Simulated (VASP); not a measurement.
Here is a VASP 6.6.1 calculation.

INCAR

```
SYSTEM = Sn
PREC     = Accurate       ! precision mode
ENCUT    = 520            ! plane-wave cutoff, eV
EDIFF    = 1E-8           ! SCF threshold, eV
ISMEAR   = -1             ! smearing method
SIGMA    = 0.05           ! smearing width, eV
LREAL    = .False.        ! projectors in reciprocal space
LASPH    = .True.         ! aspherical terms in the spheres
NELM     = 100            ! most SCF steps
ALGO     = Normal         ! electronic algorithm
ISIF     = 2              ! what is computed and relaxed
LWAVE    = .False.        ! write WAVECAR
LCHARG   = .False.        ! write CHGCAR
GGA      = PS             ! functional
LEFG     = .True.       
NBANDS   = 21             ! bands
```

Contents of KPOINTS:

```
Automatic mesh
0
Gamma
  8 8 8
  0 0 0
```

The input POSCAR:

```
Sn
1.0
    0.0000000000      3.2710663102      3.2710663102
    3.2710663102      0.0000000000      3.2710663102
    3.2710663102      3.2710663102      0.0000000000
Sn
2
Direct
   -0.1700000000     -0.1100000000     -0.1100000000
    0.1700000000      0.1100000000      0.1100000000
```

Potentials or basis: VASP PAW PBE potentials, release 64 (Sn_d).

The run is started by

```console
$ cat potpaw_PBE.64/Sn_d/POTCAR > POTCAR
$ mpirun -np 1 vasp_std > vasp.out
```

Problem. Estimate the largest force.

Solution. 3.947 eV/Å.

Problem. Estimate the pressure.

Solution. 2.6 GPa.

Electric field gradients, principal values (V/Å²):
```tsv
atom	least	middle	greatest (by size)
1 Sn	61.211	61.214	-122.425
2 Sn	61.211	61.214	-122.425
```

Caveat: the cell differs from its parent crystal (shortest bond scaled by 0.88); without QUAD_EFG the Cq values of the log hold for a quadrupole moment of 1 mb, not for the nuclei; the PAW data sets were made with another functional, which shifts forces and pressure a little.
